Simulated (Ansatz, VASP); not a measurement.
## Two plane-wave programs on Sr

```
Sr
1.0
     4.19454    0.00000    0.00000
    -2.09727    3.63258    0.00000
     0.06879    0.00000    6.87853
Sr
2
Direct
  0.33333 0.66667 0.25000
  0.66667 0.33333 0.75000
```

Change from the starting cell: shear of c along a, cell held, atoms relaxed: +1.0 %.

Alike in both runs: functional PBEsol; k mesh 12 × 12 × 8; occupations gaussian, width 0.1 eV; no spin polarisation.

Ansatz relaxed the structure, and its values are those at the end. VASP's run is a single point on that final structure, the one shown.

|  | VASP | Ansatz |
| --- | --- | --- |
| version | VASP 6.6.1 | Ansatz 0.2.0 |
| potentials or method | VASP PAW PBE potentials, release 64 (Sr_sv), cutoff 520 eV | scalar-relativistic, plane waves, PAW |
| valence electrons in the cell | 20 | 20 |

```csv
,VASP,Ansatz,Ansatz less VASP
gap on the k mesh at the Fermi level (eV),none,none,-
pressure (GPa),0.0,0.0,-0.01
```

VASP's potentials were made for PBE, not for PBEsol. A gap of «none» marks a metal or a gap that the smearing closes. With one functional, cell and mesh, what is left measures potentials, basis and numerics. Ansatz's warnings: stress scf threshold loose.
